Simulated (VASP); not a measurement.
# NaCl (P6_3/mmc) in VASP: single point with HSE06

Aim: the single point of NaCl with HSE06.

Program: VASP 6.6.1. These are calculated values, not measurements. Logs are shortened: lines on timing, memory, paths and dates and some standing lists are left out, and cuts for length are marked.

**1. The cell of the first run**

The structure is hexagonal, space group P6_3/mmc (No. 194). Conventional cell: a = 4.721 Å, b = 4.721 Å, c = 5.274 Å, α = 90.00°, β = 90.00°, γ = 120.00°. Within 3.5 Å of Na (site symmetry -6m2) lie 5 Cl at 2.64 to 2.73 Å. Cl (site symmetry -6m2) has 5 Na at 2.64 to 2.73 Å within 3.5 Å.

**2. Single point, HSE06 (uniaxial z strain -5.3%)**

Contents of POSCAR:

```
NaCl
1.0
    4.7210773642      0.0000000000      0.0000000000
   -2.3605386821      4.0885729306      0.0000000000
    0.0000000000      0.0000000000      5.2737459728
Na Cl
2 2
Direct
    0.3333333333      0.6666666667     -0.0625000000
    0.6666666667      0.3333333333      0.4375000000
    0.3333333333      0.6666666667      0.4375000000
    0.6666666667      0.3333333333      0.9375000000
```

Contents of INCAR.step1:

```
PREC = Accurate
ENCUT = 400
EDIFF = 1E-5
ISMEAR = 0
SIGMA = 0.01
LREAL = False
LASPH = True
NELM = 120
ALGO = Normal
ISIF = 2
LWAVE = True
NBANDS = 22
GGA = PE
GGA_COMPAT = False
KPAR = 4
```

Contents of INCAR.step2:

```
PREC = Accurate
ENCUT = 400
EDIFF = 1E-6
ISMEAR = 0
SIGMA = 0.01
LREAL = False
LASPH = True
NELM = 120
ALGO = Normal
ISIF = 2
LWAVE = False
LCHARG = True
GGA = PE
LHFCALC = True
HFSCREEN = 0.2079
PRECFOCK = Normal
LVHAR = True
NBANDS = 22
ISTART = 1
GGA_COMPAT = False
KPAR = 4
```

Contents of KPOINTS:

```
regular mesh
0
Gamma
  6 6 4
```

Potentials or basis: VASP PAW PBE potentials, release 64 (Na_pv, Cl).

On the command line:

```bash
> cat potpaw_PBE.64/Na_pv/POTCAR potpaw_PBE.64/Cl/POTCAR > POTCAR
> cp INCAR.step1 INCAR
> mpirun -np 4 vasp_std > vasp.out
> cp INCAR.step2 INCAR
> mpirun -np 4 vasp_std > vasp.out
```

OUTCAR:

```text
PREC = Accurate
   ENCUT = 400
   EDIFF = 1E-6
   ISMEAR = 0
   LREAL = False
   LASPH = True
   NELM = 120
   ISIF = 2
   GGA = PE
   LHFCALC = True
   HFSCREEN = 0.2079
   PRECFOCK = Normal
   ISTART = 1

 ion  position               nearest neighbor table
   1  0.333  0.667  0.938-   3 2.64   3 2.64   4 2.73   4 2.73   4 2.73
   2  0.667  0.333  0.438-   4 2.64   4 2.64   3 2.73   3 2.73   3 2.73
   3  0.333  0.667  0.438-   1 2.64   1 2.64   2 2.73   2 2.73   2 2.73
   4  0.667  0.333  0.938-   2 2.64   2 2.64   1 2.73   1 2.73   1 2.73

  LATTYP: Found a hexagonal cell.
 ALAT       =     4.7210773642
 C/A-ratio  =     1.1170640864

  Lattice vectors:

 A1 = (   4.7210773642,   0.0000000000,   0.0000000000)
 A2 = (  -2.3605386821,   4.0885729306,   0.0000000000)
 A3 = (   0.0000000000,   0.0000000000,   5.2737459728)

Analysis of symmetry for initial positions (statically):
=====================================================================
 Subroutine PRICEL returns:
 Original cell was already a primitive cell.

 Routine SETGRP: Setting up the symmetry group for a
 hexagonal supercell.

 Subroutine GETGRP returns: Found 24 space group operations
 (whereof  6 operations were pure point group operations)
 out of a pool of 24 trial point group operations.

The static configuration has the point symmetry C_3v.
 The point group associated with its full space group is D_6h.

Analysis of symmetry for dynamics (positions and initial velocities):
=====================================================================
 Subroutine PRICEL returns:
 Original cell was already a primitive cell.

 Routine SETGRP: Setting up the symmetry group for a
 hexagonal supercell.

 Subroutine GETGRP returns: Found 24 space group operations
 (whereof  6 operations were pure point group operations)
 out of a pool of 24 trial point group operations.

The dynamic configuration has the point symmetry C_3v.
 The point group associated with its full space group is D_6h.

 Subroutine INISYM returns: Found 24 space group operations
 (whereof  6 operations are pure point group operations),
 and found     1 'primitive' translations

----------------------------------------------------------------------------------------
[... 97 lines left out ...]
   IBRION =     -1    ionic relax: 0-MD 1-quasi-New 2-CG
   NFREE  =      0    steps in history (QN), initial steepest desc. (CG)
   ISIF   =      2    stress and relaxation
   ISYM   =      3    0-nonsym 1-usesym 2-fastsym
   POTIM  = 0.5000    time-step for ionic-motion
   TEBEG  =    0.0;   TEEND  =   0.0 temperature during run
   PSTRESS=    0.0 pullay stress
   NELECT =      28.0000    total number of electrons
   NUPDOWN=      -1.0000    fix difference up-down
   EMIN   =  10.00;   EMAX   =-10.00  energy-range for DOS
   EFERMI =   0.00;   METHOD = LEGACY
   ISMEAR =     0;   SIGMA  =   0.01  broadening in eV -4-tet -1-fermi 0-gaus
   EFERMI_NEDOS =   21; number of points for ismear=-14 and -15
   IALGO  =     38    algorithm
   IMIX   =      1    mixing-type and parameters
     AMIX     =   0.40;   BMIX     =  1.00
     AMIX_MAG =   1.60;   BMIX_MAG =  1.00
  volume/ion in A,a.u.               =      25.45       171.74
  Fermi-wavevector in a.u.,A,eV,Ry     =   1.064674  2.011943 15.422634  1.133532
  Thomas-Fermi vector in A             =   2.200201
   LORBIT       =      0    0 simple, 1 ext, 2 COOP (PROOUT), +10 PAW based schemes
   GGA     = PE    functional components
   LHFCALC =     T    Hartree Fock is set to
   PRECFOCK=normal    Normal, Fast or Accurate (Low or Medium for compatibility)
   ENCUT4O =  -1.0   cutoff for four orbital integrals eV
   NKREDX  =     1    reduce k-point grid by
   NKREDY  =     1    reduce k-point grid by
   NKREDZ  =     1    reduce k-point grid by
   AEXX    =    0.2500 exact exchange contribution
   HFSCREEN=    0.2079 screening length (either q_TF or 0.3 A-1)
   HFSCREENC=   0.2079 screening length for correlation (either q_TF or 0.3 A-1)
   ENCUTFOCK=  -1.0 apply spherical cutoff to Coloumb kernel
   IVDW    =     0    specifies the selected vdW correction
   LEPSILON=     F    determine dielectric tensor
   LRPA    =     F    only Hartree local field effects (RPA)
 non-spin polarized calculation
 Gauss-broadening in eV      SIGMA  =   0.01
  energy-cutoff  :      400.00
  volume of cell :      101.80
 maximum number of plane-waves:      1890
 NGX is ok and might be reduce to    32
  NGX = 24; NGY = 24; NGZ = 28

 number of electron      28.0000016 magnetization

 Free energy of the ion-electron system (eV)
  ---------------------------------------------------
  ext. energy  EPLUGINS =         0.00000000
  ---------------------------------------------------
  free energy    TOTEN  =       -15.52872158 eV

  energy without entropy =      -15.52872158  energy(sigma->0) =      -15.52872158

 E-fermi :  -2.3826     XC(G=0):  -6.1959

 val. band max:       -2.4437963890   @ k =   0.0000   0.0000   0.0000
 cond. band min:       3.8649332744   @ k =   0.0000   0.0000   0.0000
 fundamental gap:      6.3087296634
 Fermi energy:        -2.3825993718

 k-point     1 :       0.0000    0.0000    0.0000
  band No.  band energies     occupation
      1     -25.2090      2.00000
      2     -25.2051      2.00000
      3     -25.2051      2.00000
      4     -25.1939      2.00000
      5     -25.1939      2.00000
      6     -25.1835      2.00000
[... 514 lines left out ...]
     21      11.3538      0.00000
     22      11.3538      0.00000

------------------------ aborting loop because EDIFF is reached ----------------------------------------

  FORCE on cell =-STRESS in cart. coord.  units (eV):
  Direction    XX          YY          ZZ          XY          YZ          ZX
  --------------------------------------------------------------------------------------
  -------------------------------------------------------------------------------------
  Total        0.5938324      0.5938324      2.7131142      0.0000000     -0.0000000      0.0000000
  in kB        9.3463583      9.3463583     42.7018399      0.0000000     -0.0000000      0.0000000
  external PRESSURE =      20.4648522 kB  Pullay stress =       0.0000000 kB

 VOLUME and BASIS-vectors are now :
 -----------------------------------------------------------------------------
  energy-cutoff  :      400.00
  volume of cell :      101.80
      direct lattice vectors                 reciprocal lattice vectors
     4.721077364  0.000000000  0.000000000     0.211816059  0.122292058  0.000000000
    -2.360538682  4.088572931  0.000000000     0.000000000  0.244584117  0.000000000
     0.000000000  0.000000000  5.273745973     0.000000000  0.000000000  0.189618538

 POSITION                                       TOTAL-FORCE (eV/Angst)
 -----------------------------------------------------------------------------------
     -0.00000      2.72572      4.94414        -0.000000     -0.000000     -0.000000
      2.36054      1.36286      2.30726         0.000000      0.000000     -0.000000
     -0.00000      2.72572      2.30726         0.000000     -0.000000      0.000000
      2.36054      1.36286      4.94414         0.000000      0.000000      0.000000
 -----------------------------------------------------------------------------------
    total drift:                               -0.000000     -0.000000     -0.000002

  FREE ENERGIE OF THE ION-ELECTRON SYSTEM (eV)
  ---------------------------------------------------
  free  energy   TOTEN  =       -15.5287215777 eV

  energy  without entropy=      -15.5287215777  energy(sigma->0) =      -15.52872158
```

OUTCAR.step1:

```text
PREC = Accurate
   ENCUT = 400
   EDIFF = 1E-5
   ISMEAR = 0
   LREAL = False
[... 751 lines left out ...]
     -0.00000      2.72572      4.94414         0.000000      0.000000     -0.000000
      2.36054      1.36286      2.30726        -0.000000     -0.000000     -0.000000
     -0.00000      2.72572      2.30726        -0.000000      0.000000      0.000000
      2.36054      1.36286      4.94414         0.000000     -0.000000      0.000000
 -----------------------------------------------------------------------------------
    total drift:                               -0.000000      0.000000      0.000000

  FREE ENERGIE OF THE ION-ELECTRON SYSTEM (eV)
  ---------------------------------------------------
  free  energy   TOTEN  =       -13.3195664058 eV

  energy  without entropy=      -13.3195664058  energy(sigma->0) =      -13.31956641
```

OSZICAR.step1:

```text
N       E                     dE             d eps       ncg     rms          rms(c)
DAV:   1     0.242506187725E+03    0.24251E+03   -0.12221E+04   932   0.107E+03
DAV:   2     0.917180743361E+01   -0.23333E+03   -0.22339E+03  1046   0.307E+02
DAV:   3    -0.132976043873E+02   -0.22469E+02   -0.22360E+02  1152   0.103E+02
DAV:   4    -0.138465460050E+02   -0.54894E+00   -0.54816E+00  1108   0.186E+01
DAV:   5    -0.138626549480E+02   -0.16109E-01   -0.16108E-01  1246   0.296E+00    0.322E+00
DAV:   6    -0.133373498915E+02    0.52531E+00   -0.94729E-01  1130   0.458E+00    0.240E+00
DAV:   7    -0.132940896992E+02    0.43260E-01   -0.23205E-01  1204   0.226E+00    0.167E+00
DAV:   8    -0.133173134397E+02   -0.23224E-01   -0.24520E-02   960   0.108E+00    0.403E-01
DAV:   9    -0.133174746458E+02   -0.16121E-03   -0.77793E-04  1252   0.202E-01    0.181E-01
DAV:  10    -0.133195603108E+02   -0.20857E-02   -0.22203E-03   942   0.256E-01    0.536E-02
DAV:  11    -0.133195664058E+02   -0.60950E-05   -0.30480E-05  1028   0.559E-02
   1 F= -.13319566E+02 E0= -.13319566E+02  d E =-.378830E-24
```

It took 7.5 min on 4 MPI ranks of Intel Xeon 6975P-C (Granite Rapids), shared host; peak memory 0.31 GiB.

Results:

```yaml
Free_energy: -15.5287 eV
Pressure: 2.0 GPa
Band_gap_on_the_k_mesh: 6.31 eV
```

Caveat: the cell differs from its parent crystal (uniaxial z strain -5.3%); the PAW data sets were made with another functional, which shifts forces and pressure a little.
